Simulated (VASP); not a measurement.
Set up this calculation in VASP 6.6.1, as the native input.

| Quantity | Value |
| --- | --- |
| Task | single point |
| Functional | PBE |
| Potentials or basis | VASP PAW PBE potentials, release 64 (Al) |
| Cutoff | 500 eV |
| k mesh | 12 × 12 × 10 |
| Occupations | gaussian, width 0.1 eV |
| Spin | no spin polarisation |
| Dipole correction | no |
| Further INCAR settings | ALGO = Normal; EDIFF = 1e-06; NBANDS = 14 |

The structure of Al lies in POSCAR:

```
Al
1.0
    2.2207945769     -4.0347357605      0.0000000000
    2.2207945769      4.0347357605      0.0000000000
    0.0000000000      0.0000000000      4.5771182047
Al
4
Direct
    0.1556417419      0.8443582581      0.0680651108
    0.6556417419      0.3443582581      0.4319348892
    0.8443582581      0.1556417419      0.9319348892
    0.3443582581      0.6556417419      0.5680651108
```

These files were run (other wordings do the same):

INCAR

```
ALGO     = Normal         # electronic algorithm
EDIFF    = 1E-6           # SCF threshold, eV
ENCUT    = 500            # plane-wave cutoff, eV
GGA      = PE             # functional
GGA_COMPAT= False        
ISIF     = 2              # what is computed and relaxed
ISMEAR   = 0              # smearing method
LASPH    = True           # aspherical terms in the spheres
LCHARG   = True           # write CHGCAR
LELF     = True           # ELF
LREAL    = False          # projectors in reciprocal space
LVHAR    = True         
LWAVE    = False          # write WAVECAR
NBANDS   = 14             # bands
NELM     = 120            # most SCF steps
PREC     = Accurate       # precision mode
SIGMA    = 0.1            # smearing width, eV
```

KPOINTS

```
k-points
0
Gamma
  12 12 10
```

Potentials or basis: VASP PAW PBE potentials, release 64 (Al).

Run with:

```bash
$ cat potpaw_PBE.64/Al/POTCAR > POTCAR
$ mpirun -np 1 vasp_std > vasp.out
```

Results of the run:

| Quantity | Value |
| --- | --- |
| Pressure | 0.0 GPa |
| Largest force | 0.007 eV/Å |
| Band gap on the k mesh | zero (band 6 reaches 5.97 eV, above the bottom of band 7 at 5.11 eV) |

Wall time 2.3 min on 1 thread of Intel(R) Xeon(R) Platinum 8488C (Sapphire Rapids), on a shared host, peak memory 0.33 GiB.
